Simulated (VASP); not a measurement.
Here is a VASP 6.6.1 calculation.

Contents of INCAR:

```
PREC = Accurate
ENCUT = 520
EDIFF = 1E-6
ISMEAR = 0
SIGMA = 0.1
LREAL = False
LASPH = True
NELM = 100
ALGO = Normal
ISIF = 2
LWAVE = False
LCHARG = True
GGA = PS
LELF = True
LVHAR = True
NBANDS = 22
```

The input KPOINTS:

```
regular mesh
0
Gamma
  14 14 8
```

POSCAR

```
Bi
1.0
    3.2481321311      0.0000000000      0.0169392542
    0.0000000000      3.2301259223      0.0000000000
   -0.0469906512      0.0000000000      6.3099758989
Bi
2
Direct
    0.3983292190      0.0000000000      0.2500193838
    0.6016707810      0.0000000000      0.7499806162
```

Potentials or basis: VASP PAW PBE potentials, release 64 (Bi_d).

The run is started by

```sh
$ cat potpaw_PBE.64/Bi_d/POTCAR > POTCAR
$ mpirun -np 1 vasp_std > vasp.out
```

**Question.** Estimate the pressure.

**Answer.** -0.1 GPa.

**Question.** Predict the band gap on the k mesh.

**Answer.** Zero (band 15 reaches 10.64 eV, above the bottom of band 16 at 4.41 eV).

Caveat: the PAW data sets were made with another functional, which shifts forces and pressure a little; spin-orbit coupling is left out, which moves the levels of the heavy elements.
